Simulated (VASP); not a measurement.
# SiC (P6_3mc) in VASP: relaxation of the atoms with PBE

Aim: the relaxation of the atoms of SiC with PBE.

Program: VASP 6.6.1. These are calculated values, not measurements. Logs are shortened: lines on timing, memory, paths and dates and some standing lists are left out, and cuts for length are marked.

### Step 1. The cell of the first run

Symmetry: P6_3mc, No. 186, hexagonal system. The conventional cell has a = 3.076 Å, b = 3.076 Å, c = 4.998 Å, α = 90.00°, β = 90.00°, γ = 120.00°. Si (site symmetry 3m) has 4 C at 1.88 Å within 2.5 Å. Within 2.5 Å of C (site symmetry 3m) lie 4 Si at 1.88 Å.

### Step 2. Relaxation of the atoms, PBE (z stretched by -1 %)

Input file INCAR:

```
PREC     = Accurate       # precision mode
ENCUT    = 520            # plane-wave cutoff, eV
EDIFF    = 1E-6           # SCF threshold, eV
ISMEAR   = -1             # smearing method
SIGMA    = 0.02           # smearing width, eV
LREAL    = False          # projectors in reciprocal space
LASPH    = True           # aspherical terms in the spheres
NELM     = 60             # most SCF steps
ALGO     = Normal         # electronic algorithm
ISIF     = 2              # what is computed and relaxed
LWAVE    = False          # write WAVECAR
LCHARG   = False          # write CHGCAR
GGA      = PE             # functional
IBRION   = 2              # ionic algorithm
NSW      = 80             # ionic steps
EDIFFG   = -0.02          # ionic threshold
```

Input file KPOINTS:

```
regular mesh
0
Gamma
  16 16 9
```

Input file POSCAR:

```
SiC
1.0
    3.0760000000      0.0000000000      0.0000000000
   -1.5380000000      2.6638941420      0.0000000000
    0.0000000000      0.0000000000      4.9975200000
Si C
2 2
Direct
    0.3333333333      0.6666666667      0.0044955126
    0.6666666667      0.3333333333      0.5044955126
    0.3333333333      0.6666666667      0.3805044874
    0.6666666667      0.3333333333      0.8805044874
```

Potentials or basis: VASP PAW PBE potentials, release 64 (Si, C).

Run with:

```
$ cat potpaw_PBE.64/Si/POTCAR potpaw_PBE.64/C/POTCAR > POTCAR
$ mpirun -np 1 vasp_std > vasp.out
```

OUTCAR:

```text
PREC = Accurate
   ENCUT = 520
   EDIFF = 1E-6
   ISMEAR = -1
   LREAL = False
   LASPH = True
   NELM = 60
   ISIF = 2
   GGA = PE
   IBRION = 2
   NSW = 80
   EDIFFG = -0.02

 ion  position               nearest neighbor table
   1  0.333  0.667  0.004-   3 1.88   4 1.88   4 1.88   4 1.88   2 3.07   2 3.07   2 3.07   2 3.07
                             2 3.07   2 3.07
   2  0.667  0.333  0.504-   4 1.88   3 1.88   3 1.88   3 1.88   1 3.07   1 3.07   1 3.07   1 3.07
                             1 3.07   1 3.07
   3  0.333  0.667  0.381-   1 1.88   2 1.88   2 1.88   2 1.88
   4  0.667  0.333  0.881-   2 1.88   1 1.88   1 1.88   1 1.88

  LATTYP: Found a hexagonal cell.
 ALAT       =     3.0760000000
 C/A-ratio  =     1.6246814044

  Lattice vectors:

 A1 = (   3.0760000000,   0.0000000000,   0.0000000000)
 A2 = (  -1.5380000000,   2.6638941420,   0.0000000000)
 A3 = (   0.0000000000,   0.0000000000,   4.9975200000)

Analysis of symmetry for initial positions (statically):
=====================================================================
 Subroutine PRICEL returns:
 Original cell was already a primitive cell.

 Routine SETGRP: Setting up the symmetry group for a
 hexagonal supercell.

 Subroutine GETGRP returns: Found 12 space group operations
 (whereof  6 operations were pure point group operations)
 out of a pool of 24 trial point group operations.

The static configuration has the point symmetry C_3v.
 The point group associated with its full space group is C_6v.

Analysis of symmetry for dynamics (positions and initial velocities):
=====================================================================
 Subroutine PRICEL returns:
 Original cell was already a primitive cell.

 Routine SETGRP: Setting up the symmetry group for a
 hexagonal supercell.

 Subroutine GETGRP returns: Found 12 space group operations
 (whereof  6 operations were pure point group operations)
 out of a pool of 24 trial point group operations.

The dynamic configuration has the point symmetry C_3v.
 The point group associated with its full space group is C_6v.

 Subroutine INISYM returns: Found 12 space group operations
 (whereof  6 operations are pure point group operations),
 and found     1 'primitive' translations

----------------------------------------------------------------------------------------

[... 115 lines left out ...]
     AMIX     =   0.40;   BMIX     =  1.00
     AMIX_MAG =   1.60;   BMIX_MAG =  1.00
  volume/ion in A,a.u.               =      10.24        69.09
  Fermi-wavevector in a.u.,A,eV,Ry     =   1.196820  2.261662 19.488691  1.432378
  Thomas-Fermi vector in A             =   2.332751
   LORBIT       =      0    0 simple, 1 ext, 2 COOP (PROOUT), +10 PAW based schemes
   GGA     = PE    functional components
   LHFCALC =     F    Hartree Fock is set to
   AEXX    =    0.0000 exact exchange contribution
   IVDW    =     0    specifies the selected vdW correction
   LEPSILON=     F    determine dielectric tensor
   LRPA    =     F    only Hartree local field effects (RPA)
 conjugate gradient relaxation of ions
 non-spin polarized calculation
  energy-cutoff  :      520.00
  volume of cell :       40.95
 maximum number of plane-waves:      1116
 NGX is ok and might be reduce to    24
   NGX = 11   NGY = 11   NGZ = 19

--------------------------------------- Ionic step        1  -------------------------------------------

 number of electron      15.9999999 magnetization

 Free energy of the ion-electron system (eV)
  ---------------------------------------------------
  ext. energy  EPLUGINS =         0.00000000
  ---------------------------------------------------
  free energy    TOTEN  =       -30.08707058 eV

  energy without entropy =      -30.08707058  energy(sigma->0) =      -30.08707058

------------------------ aborting loop because EDIFF is reached ----------------------------------------

  FORCE on cell =-STRESS in cart. coord.  units (eV):
  Direction    XX          YY          ZZ          XY          YZ          ZX
  --------------------------------------------------------------------------------------
  -------------------------------------------------------------------------------------
  Total        0.9714074      0.9714074      2.4066595      0.0000000     -0.0000000      0.0000000
  in kB       38.0061753     38.0061753     94.1602058      0.0000000     -0.0000000      0.0000000
  external PRESSURE =      56.7241855 kB  Pullay stress =       0.0000000 kB
[... 63 lines left out ...]
--------------------------------------- Ionic step        3  -------------------------------------------

 number of electron      15.9999999 magnetization

 Free energy of the ion-electron system (eV)
  ---------------------------------------------------
  ext. energy  EPLUGINS =         0.00000000
  ---------------------------------------------------
  free energy    TOTEN  =       -30.08749856 eV

  energy without entropy =      -30.08749856  energy(sigma->0) =      -30.08749856

 E-fermi :   8.7872     XC(G=0): -11.3931

 val. band max:        8.3478722108   @ k =   0.0000   0.0000   0.0000
 cond. band min:      10.7456741161   @ k =   0.3125   0.3125   0.0000
 fundamental gap:      2.3978019053
 Fermi energy:         8.7872202843

 k-point     1 :       0.0000    0.0000    0.0000
  band No.  band energies     occupation
      1      -7.2762      2.00000
      2      -3.5963      2.00000
      3      -0.3462      2.00000
      4       6.9797      2.00000
      5       6.9797      2.00000
      6       8.3347      2.00000
      7       8.3479      2.00000
      8       8.3479      2.00000
      9      13.0987      0.00000
     10      14.8296      0.00000
     11      15.0150      0.00000
     12      15.0150      0.00000
[... 331 lines left out ...]
 k-point    24 :       0.2500    0.1875    0.0000
  band No.  band energies     occupation
      1      -4.9056      2.00000
      2      -2.0321      2.00000
      3       1.1298      2.00000
      4       2.4649      2.00000
      5       3.0483      2.00000
      6       4.3063      2.00000
      7       6.0802      2.00000
      8       6.2277      2.00000
      9      12.2552      0.00000
     10      14.2899      0.00000
     11      15.9548      0.00000
     12      16.2518      0.00000

 [... further k-points ...]

------------------------ aborting loop because EDIFF is reached ----------------------------------------

  FORCE on cell =-STRESS in cart. coord.  units (eV):
  Direction    XX          YY          ZZ          XY          YZ          ZX
  --------------------------------------------------------------------------------------
  -------------------------------------------------------------------------------------
  Total        1.0209152      1.0209152      2.2963052      0.0000000      0.0000000      0.0000000
  in kB       39.9431590     39.9431590     89.8426084      0.0000000      0.0000000      0.0000000
  external PRESSURE =      56.5763088 kB  Pullay stress =       0.0000000 kB
[... 19 lines left out ...]
  FREE ENERGIE OF THE ION-ELECTRON SYSTEM (eV)
  ---------------------------------------------------
  free  energy   TOTEN  =       -30.0874985638 eV

  energy  without entropy=      -30.0874985638  energy(sigma->0) =      -30.08749856

 reached required accuracy - stopping structural energy minimisation
```

OSZICAR:

```text
N       E                     dE             d eps       ncg     rms          rms(c)
DAV:   1     0.362378345545E+02    0.36238E+02   -0.74776E+03  3600   0.120E+03
DAV:   2    -0.308621903441E+02   -0.67100E+02   -0.61973E+02  5272   0.190E+02
DAV:   3    -0.338389169594E+02   -0.29767E+01   -0.29619E+01  4736   0.403E+01
[... 17 lines left out ...]
   2 F= -.30087215E+02 E0= -.30087215E+02  d E =-.144121E-03
       N       E                     dE             d eps       ncg     rms          rms(c)
DAV:   1    -0.300875037779E+02   -0.28905E-03   -0.21423E-02  3752   0.130E+00    0.409E-02
DAV:   2    -0.300875107128E+02   -0.69349E-05   -0.31458E-04  4636   0.150E-01    0.205E-02
DAV:   3    -0.300874982280E+02    0.12485E-04   -0.21982E-05  4328   0.451E-02    0.578E-03
DAV:   4    -0.300874985638E+02   -0.33580E-06   -0.75933E-06  4276   0.198E-02
   3 F= -.30087499E+02 E0= -.30087499E+02  d E =-.427981E-03
```

Run time: 3 min. Hardware: 1 thread of Intel Xeon 8259CL, shared host; peak memory 0.2 GiB.

Results:

| Property | Result |
| --- | --- |
| Free energy | -30.0875 eV |
| Energy gained by relaxing | 0.1 meV/atom |
| Ionic steps | 3 |
| Pressure after relaxing | 5.7 GPa |
| Band gap on the k mesh | 2.40 eV (least direct gap 3.91 eV) |

Stress tensor (GPa, compression positive):
```
3.99 0.00 0.00
0.00 3.99 0.00
0.00 0.00 8.98
```

The path:
| step | energy change (eV) | largest force (eV/Å) | pressure (GPa) |
| --- | --- | --- | --- |
| 1 | 0.0000 | 0.0900 | 5.67 |
| 2 | -0.0001 | 0.0726 | 5.65 |
| 3 | -0.0004 | 0.0007 | 5.66 |

Final structure:
```
CELL_PARAMETERS angstrom
3.07600 0.00000 0.00000
-1.53800 2.66389 0.00000
0.00000 0.00000 4.99752
ATOMIC_POSITIONS crystal
Si 0.33333 0.66667 0.00402
Si 0.66667 0.33333 0.50402
C 0.33333 0.66667 0.38098
C 0.66667 0.33333 0.88098
```

Caveat: the cell differs from its parent crystal (z stretched by -1 %).
